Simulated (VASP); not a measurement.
# Re2Ni2Sn (I4/mmm) in VASP: single point with PBE

Aim: the single point of Re2Ni2Sn with PBE.

Everything below comes from runs of VASP 6.6.1. Logs are shortened: lines on timing, memory, paths and dates and some standing lists are left out, and cuts for length are marked.

## 1. The cell of the first run

Symmetry: I4/mmm, No. 139, tetragonal system. Conventional cell: a = 3.872 Å, b = 3.872 Å, c = 9.393 Å, α = 90.00°, β = 90.00°, γ = 90.00°. Within 3.1 Å of Ni (site symmetry -4m2) lie 4 Re at 2.25 Å and 4 Ni at 2.74 Å and 4 Sn at 3.04 Å. Within 3.0 Å of Re (site symmetry 4mm) lie 4 Ni at 2.25 Å and 1 Re at 2.42 Å and 4 Sn at 2.99 Å. Within 3.9 Å of Sn (site symmetry 4/mmm) lie 10 Re at 2.99 to 3.49 Å and 8 Ni at 3.04 Å and 4 Sn at 3.87 Å.

## 2. Single point, PBE

Contents of POSCAR:

```
Re2Ni2Sn
1.0
    0.0000000000      3.8721960000      0.0000000000
    3.8721960000      0.0000000000      0.0000000000
    1.9360980000      1.9360980000     -4.6967490000
Ni Re Sn
2 2 1
Direct
    0.2500000000      0.7500000000      0.5000000000
    0.7500000000      0.2500000000      0.5000000000
    0.3711000000      0.3711000000      0.2578000000
    0.6289000000      0.6289000000      0.7422000000
    0.0000000000      0.0000000000      0.0000000000
```

Contents of INCAR.step1:

```
PREC = Accurate ; ENCUT = 520
EDIFF = 1E-6 ; ISMEAR = -1
SIGMA = 0.1 ; LREAL = F
LASPH = T ; NELM = 100
ALGO = Normal ; ISIF = 2
LWAVE = F ; LCHARG = T
LMAXMIX = 4 ; GGA = PE
NBANDS = 32
```

Contents of KPOINTS.step1:

```
Automatic mesh
0
Gamma
  9 9 9
```

Contents of INCAR.step2:

```
PREC = Accurate ; ENCUT = 520
EDIFF = 1E-6 ; ISMEAR = -5
SIGMA = 0.1 ; LREAL = F
LASPH = T ; NELM = 100
ALGO = Normal ; ISIF = 2
LWAVE = F ; LCHARG = F
LMAXMIX = 4 ; GGA = PE
LORBIT = 11 ; NBANDS = 32
NEDOS = 1001 ; ICHARG = 11
```

Contents of KPOINTS.step2:

```
Automatic mesh
0
Gamma
  14 14 14
```

Potentials or basis: VASP PAW PBE potentials, release 64 (Ni, Re, Sn_d).

On the command line:

```sh
$ cat potpaw_PBE.64/Ni/POTCAR potpaw_PBE.64/Re/POTCAR potpaw_PBE.64/Sn_d/POTCAR > POTCAR
$ cp INCAR.step1 INCAR
$ cp KPOINTS.step1 KPOINTS
$ mpirun -np 1 vasp_std > vasp.out
$ cp INCAR.step2 INCAR
$ cp KPOINTS.step2 KPOINTS
$ mpirun -np 1 vasp_std > vasp.out
```

OUTCAR:

```text
PREC = Accurate
   ENCUT = 520
   EDIFF = 1E-6
   ISMEAR = -5
   LREAL = F
   LASPH = T
   NELM = 100
   ISIF = 2
   GGA = PE
   LORBIT = 11
   ICHARG = 11

 ion  position               nearest neighbor table
   1  0.250  0.750  0.500-   3 2.25   4 2.25   4 2.25   3 2.25   2 2.74   2 2.74   2 2.74   2 2.74
                             5 3.04   5 3.04   5 3.04   5 3.04
   2  0.750  0.250  0.500-   3 2.25   4 2.25   4 2.25   3 2.25   1 2.74   1 2.74   1 2.74   1 2.74
                             5 3.04   5 3.04   5 3.04   5 3.04
   3  0.371  0.371  0.258-   1 2.25   2 2.25   1 2.25   2 2.25   4 2.42   5 2.99   5 2.99   5 2.99
                             5 2.99   5 3.49
   4  0.629  0.629  0.742-   1 2.25   2 2.25   1 2.25   2 2.25   3 2.42   5 2.99   5 2.99   5 2.99
                             5 2.99   5 3.49
   5  0.000  0.000  0.000-   4 2.99   4 2.99   4 2.99   3 2.99   4 2.99   3 2.99   3 2.99   3 2.99
                             1 3.04   1 3.04   2 3.04   2 3.04   1 3.04   1 3.04   2 3.04   2 3.04

  LATTYP: Found a body centered tetragonal cell.
 ALAT       =     3.8721960000
 C/A-ratio  =     2.4258839170

  Lattice vectors:

 A1 = (  -1.9360980000,   1.9360980000,   4.6967490000)
 A2 = (   1.9360980000,  -1.9360980000,   4.6967490000)
 A3 = (   1.9360980000,   1.9360980000,  -4.6967490000)

Analysis of symmetry for initial positions (statically):
=====================================================================
 Subroutine PRICEL returns:
 Original cell was already a primitive cell.

 Routine SETGRP: Setting up the symmetry group for a
 body centered tetragonal supercell.

 Subroutine GETGRP returns: Found 16 space group operations
 (whereof 16 operations were pure point group operations)
 out of a pool of 16 trial point group operations.

The static configuration has the point symmetry D_4h.

Analysis of symmetry for dynamics (positions and initial velocities):
=====================================================================
 Subroutine PRICEL returns:
 Original cell was already a primitive cell.

 Routine SETGRP: Setting up the symmetry group for a
 body centered tetragonal supercell.

 Subroutine GETGRP returns: Found 16 space group operations
 (whereof 16 operations were pure point group operations)
 out of a pool of 16 trial point group operations.

The dynamic configuration has the point symmetry D_4h.

 Subroutine INISYM returns: Found 16 space group operations
 (whereof 16 operations are pure point group operations),
 and found     1 'primitive' translations

----------------------------------------------------------------------------------------

                                     Primitive cell

  volume of cell :      70.4226

  direct lattice vectors                    reciprocal lattice vectors
     0.000000000  3.872196000  0.000000000     0.000000000  0.258251390  0.106456615
     3.872196000  0.000000000  0.000000000     0.258251390  0.000000000  0.106456615
     1.936098000  1.936098000 -4.696749000     0.000000000  0.000000000 -0.212913230

  length of vectors
     3.872196000  3.872196000  5.436580000     0.279332761  0.279332761  0.212913230

  position of ions in fractional coordinates (direct lattice)
     0.250000000  0.750000000  0.500000000
     0.750000000  0.250000000  0.500000000
     0.371100000  0.371100000  0.257800000
     0.628900000  0.628900000  0.742200000
     0.000000000  0.000000000  0.000000000

  ion indices of the primitive-cell ions
   primitive index   ion index
                 1           1
                 2           2
                 3           3
                 4           4
                 5           5

----------------------------------------------------------------------------------------

 KPOINTS: Automatic mesh

Automatic generation of k-mesh.
 Grid dimensions read from file:
 generate k-points for:   14   14   14

 Generating k-lattice:

  Cartesian coordinates                     Fractional coordinates (reciprocal lattice)
     0.000000000  0.018446528  0.007604044     0.071428571  0.000000000  0.000000000
     0.018446528  0.000000000  0.007604044     0.000000000  0.071428571  0.000000000
     0.000000000  0.000000000 -0.015208088     0.000000000  0.000000000  0.071428571

  Length of vectors
     0.019952340  0.019952340  0.015208088

  Shift w.r.t. Gamma in fractional coordinates (k-lattice)
     0.000000000  0.000000000  0.000000000

 TETIRR: Found   7833 inequivalent tetrahedra from    16464

 Subroutine IBZKPT returns following result:
 ===========================================

 Found    244 irreducible k-points:

 Following reciprocal coordinates:
            Coordinates               Weight
  0.000000  0.000000  0.000000      1.000000
  0.071429  0.000000 -0.000000      8.000000
  0.142857  0.000000 -0.000000      8.000000
  0.214286  0.000000 -0.000000      8.000000
  0.285714  0.000000 -0.000000      8.000000
  0.357143  0.000000 -0.000000      8.000000
[... 16 lines left out ...]
  0.214286  0.142857 -0.000000     16.000000
  0.285714  0.142857 -0.000000     16.000000
 [... further k-points ...]
   k-points           NKPTS =    244   k-points in BZ     NKDIM =    244   number of bands    NBANDS=     32
   number of dos      NEDOS =   1001   number of ions     NIONS =      5
   total plane-waves  NPLWV =  36000
   dimension x,y,z NGX =    30 NGY =   30 NGZ =   40
   dimension x,y,z NGXF=    60 NGYF=   60 NGZF=   80
   ions per type =               2   2   1
   NGX,Y,Z   is equivalent  to a cutoff of  12.88, 12.88, 12.23 a.u.
   NGXF,Y,Z  is equivalent  to a cutoff of  25.76, 25.76, 24.46 a.u.
 SYSTEM =  unknown system
   PREC   = accura    normal or accurate (medium, high low for compatibility)
   ISTART =      0    job   : 0-new  1-cont  2-samecut
   ICHARG =     11    charge: 1-file 2-atom 10-const
   ISPIN  =      1    spin polarized calculation?
   LNONCOLLINEAR =      F non collinear calculations
   LSORBIT =      F    spin-orbit coupling
   LASPH  =      T    aspherical Exc in radial PAW
   ENCUT  =  520.0 eV  38.22 Ry    6.18 a.u.   7.20  7.20 10.11*2*pi/ulx,y,z
   NELM   =    100;   NELMIN=  2; NELMDL=  0     # of ELM steps
   EDIFF  = 0.1E-05   stopping-criterion for ELM
   LREAL  =      F    real-space projection
   EDIFFG = 0.1E-04   stopping-criterion for IOM
   NSW    =      0    number of steps for IOM
   IBRION =     -1    ionic relax: 0-MD 1-quasi-New 2-CG
   NFREE  =      0    steps in history (QN), initial steepest desc. (CG)
   ISIF   =      2    stress and relaxation
   ISYM   =      2    0-nonsym 1-usesym 2-fastsym
   POTIM  = 0.5000    time-step for ionic-motion
   TEBEG  =    0.0;   TEEND  =   0.0 temperature during run
   PSTRESS=    0.0 pullay stress
   NELECT =      48.0000    total number of electrons
   NUPDOWN=      -1.0000    fix difference up-down
   EMIN   =  10.00;   EMAX   =-10.00  energy-range for DOS
   EFERMI =   0.00;   METHOD = LEGACY
   ISMEAR =    -5;   SIGMA  =   0.10  broadening in eV -4-tet -1-fermi 0-gaus
   EFERMI_NEDOS =   21; number of points for ismear=-14 and -15
   IALGO  =     38    algorithm
   IMIX   =      4    mixing-type and parameters
     AMIX     =   0.40;   BMIX     =  1.00
     AMIX_MAG =   1.60;   BMIX_MAG =  1.00
  volume/ion in A,a.u.               =      14.08        95.05
  Fermi-wavevector in a.u.,A,eV,Ry     =   1.440737  2.722597 28.241909  2.075722
  Thomas-Fermi vector in A             =   2.559447
   LORBIT       =     11    0 simple, 1 ext, 2 COOP (PROOUT), +10 PAW based schemes
   GGA     = PE    functional components
   LHFCALC =     F    Hartree Fock is set to
   AEXX    =    0.0000 exact exchange contribution
   IVDW    =     0    specifies the selected vdW correction
   LEPSILON=     F    determine dielectric tensor
   LRPA    =     F    only Hartree local field effects (RPA)
 non-spin polarized calculation
 Fermi weights with tetrahedron method with Bloechl corrections
  energy-cutoff  :      520.00
  volume of cell :       70.42
 maximum number of plane-waves:      1916
 NGX is ok and might be reduce to    30

 number of electron      48.0000012 magnetization

 Free energy of the ion-electron system (eV)
  ---------------------------------------------------
  ext. energy  EPLUGINS =         0.00000000
  ---------------------------------------------------
  free energy    TOTEN  =       -34.79557052 eV

  energy without entropy =      -34.79557052  energy(sigma->0) =      -34.79557052

 E-fermi :  10.2647     XC(G=0): -13.0329

 val. band max:       10.2881703121   @ k =  -0.4286   0.0000   0.1429
 cond. band min:      10.2089481933   @ k =  -0.1429  -0.1429   0.2143
 fundamental gap:     -0.0792221188
 Fermi energy:        10.2646859485

 k-point     1 :       0.0000    0.0000    0.0000
  band No.  band energies     occupation
      1     -11.5173      2.00000
      2     -11.4930      2.00000
      3     -11.4930      2.00000
      4     -11.4567      2.00000
      5     -11.4529      2.00000
      6      -1.1926      2.00000
[... 24 lines left out ...]
     31      15.0432      0.00000
     32      15.9337      0.00000

 k-point     2 :       0.0714    0.0000   -0.0000
  band No.  band energies     occupation
      1     -11.5169      2.00000
      2     -11.4940      2.00000
      3     -11.4932      2.00000
      4     -11.4549      2.00000
      5     -11.4532      2.00000
      6      -1.1203      2.00000
[... 24 lines left out ...]
     31      15.3150      0.00000
     32      15.4653      0.00000
[... 733 lines left out ...]
     31      15.4944      0.00000
     32      16.0772      0.00000

 k-point    24 :       0.2857    0.1429   -0.0000
  band No.  band energies     occupation
      1     -11.5105      2.00000
      2     -11.5062      2.00000
      3     -11.4980      2.00000
      4     -11.4589      2.00000
      5     -11.4275      2.00000
      6       0.2743      2.00000
[... 24 lines left out ...]
     31      15.5750      0.00000
     32      15.9538      0.00000

 [... further k-points ...]

------------------------ aborting loop because EDIFF is reached ----------------------------------------

  FORCE on cell =-STRESS in cart. coord.  units (eV):
  Direction    XX          YY          ZZ          XY          YZ          ZX
  --------------------------------------------------------------------------------------
  -------------------------------------------------------------------------------------
  Total       19.4095886     19.4095886     16.3287486      0.0000000      0.0000000      0.0000000
  in kB      441.5855942    441.5855942    371.4937135      0.0000000      0.0000000      0.0000000
  external PRESSURE =     418.2216340 kB  Pullay stress =       0.0000000 kB

 VOLUME and BASIS-vectors are now :
 -----------------------------------------------------------------------------
  energy-cutoff  :      520.00
  volume of cell :       70.42
      direct lattice vectors                 reciprocal lattice vectors
     0.000000000  3.872196000  0.000000000     0.000000000  0.258251390  0.106456615
     3.872196000  0.000000000  0.000000000     0.258251390  0.000000000  0.106456615
     1.936098000  1.936098000 -4.696749000     0.000000000  0.000000000 -0.212913230

 POSITION                                       TOTAL-FORCE (eV/Angst)
 -----------------------------------------------------------------------------------
      3.87220      1.93610     -2.34837        -0.000000     -0.000000     -0.000000
      1.93610      3.87220     -2.34837         0.000000      0.000000     -0.000000
      1.93610      1.93610     -1.21082        -0.000000      0.000000      4.848533
      3.87220      3.87220     -3.48593        -0.000000      0.000000     -4.848533
      0.00000      0.00000      0.00000        -0.000000      0.000000     -0.000000
 -----------------------------------------------------------------------------------
    total drift:                                0.000000     -0.000000      0.000000

  FREE ENERGIE OF THE ION-ELECTRON SYSTEM (eV)
  ---------------------------------------------------
  free  energy   TOTEN  =       -34.7955705178 eV

  energy  without entropy=      -34.7955705178  energy(sigma->0) =      -34.79557052

 total charge

# of ion       s       p       d       tot
------------------------------------------
    1        0.681   0.694   8.516   9.891
    2        0.681   0.694   8.516   9.891
    3        0.698   0.586   5.130   6.413
    4        0.698   0.586   5.130   6.413
    5        1.099   1.105  10.077  12.281
--------------------------------------------------
tot          3.857   3.664  37.368  44.889
```

Wall time 4.4 min (1 thread of Intel Xeon 6975P-C (Granite Rapids), shared host); peak memory 0.62 GiB.

What came out:

```yaml
Valence_electrons_inside_the_program's_atomic_spheres: Ni 9.89; Re 6.41; Sn 12.28
```

Levels at points of the mesh, in eV from the Fermi level:
```
           k point  band 21  band 22  band 23  band 24  band 25  band 26  band 27  band 28
(0.00, 0.00, 0.00)    -1.75    -1.75    -1.62    -1.48    -0.88    -0.69     0.30     3.78
(0.50, 0.00, 0.00)    -1.70    -1.30    -0.79     0.03     0.13     0.84     1.31     1.55
(0.50, 0.50, 0.00)    -1.28    -1.00    -0.40     0.71     0.91     1.02     1.17     1.57
(0.00, 0.00, 0.50)    -1.62    -1.36    -0.81    -0.50    -0.50     0.90     0.96     0.96
```

Caveat: spin-orbit coupling is left out, which moves the levels of the heavy elements; tetrahedron occupations give inexact forces and stress in metals.
